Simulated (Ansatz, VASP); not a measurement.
**One calculation of Pb, two programs**

```
Pb
1.0
    -1.88068    1.88068    1.93017
     1.88068   -1.88068    1.93017
     1.88068    1.88068   -1.93017
Pb
1
Direct
  0.00000 0.00000 0.00000
```

Change from the starting cell: strain -0.050 along x and y, -0.025 along z, atoms carried along.

Alike in both runs: task single point; functional PBEsol; k mesh 18 × 18 × 18; occupations gaussian, width 0.15 eV; no spin polarisation.

|  | VASP | Ansatz |
| --- | --- | --- |
| version | VASP 6.6.1 | Ansatz 0.2.0 |
| potentials or method | VASP PAW PBE potentials, release 64 (Pb_d), cutoff 520 eV | scalar-relativistic, plane waves, PAW |
| valence electrons in the cell | 14 | 14 |

|  | VASP | Ansatz | Ansatz less VASP |
| --- | --- | --- | --- |
| gap on the k mesh at the Fermi level (eV) | none | none | - |
| pressure (GPa) | 5.2 | 5.3 | +0.01 |
| traceless stress, the component that is largest in VASP (GPa) | 0.40 | 0.40 | -0.002 |

VASP's potentials were made for PBE, not for PBEsol. A gap of «none» marks a metal or a gap that the smearing closes. With one functional, cell and mesh, what is left measures potentials, basis and numerics.

Spin-orbit coupling is off throughout.
